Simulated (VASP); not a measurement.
## SiC: single point with PBE

The system is SiC.

```
CELL_PARAMETERS angstrom
0.00000 2.17900 2.17900
2.17900 0.00000 2.17900
2.17900 2.17900 0.00000
ATOMIC_POSITIONS crystal
Si 0.00000 0.00000 0.00000
C 0.25000 0.25000 0.25000
```

| Quantity | Value |
| --- | --- |
| Program | VASP 6.6.1 |
| Task | single point |
| Functional | PBE |
| Potentials or basis | VASP PAW PBE potentials, release 64 (Si, C) |
| Cutoff | 600 eV |
| k mesh | 4 × 4 × 4 |
| Occupations | gaussian, width 0.01 eV |
| Spin | no spin polarisation |
| Dipole correction | no |
| Further INCAR settings | ALGO = Normal; EDIFF = 1e-06; NBANDS = 11 |

```
Pressure               : 3.5 GPa
Band gap on the k mesh : 1.31 eV, indirect (least direct gap 4.51 eV)
```

Levels at points of the mesh, in eV from the valence-band top:
| k point | band 1 | band 2 | band 3 | band 4 | band 5 | band 6 | band 7 | band 8 |
| --- | --- | --- | --- | --- | --- | --- | --- | --- |
| (0.00, 0.00, 0.00) | -15.43 | 0.00 | 0.00 | 0.00 | 6.22 | 7.26 | 7.26 | 7.26 |
| (0.50, 0.00, 0.00) | -11.85 | -8.57 | -1.06 | -1.06 | 5.40 | 7.18 | 7.18 | 10.03 |
| (0.50, 0.50, 0.00) | -10.39 | -7.83 | -3.20 | -3.20 | 1.31 | 4.28 | 14.01 | 14.01 |

Run time: 7.2 s on 1 thread of AMD EPYC 7R13, with other jobs on the host, peak memory 0.11 GiB.

Caveat: the k points lie up to 0.62 Å⁻¹ apart. A k mesh can miss the band edges.
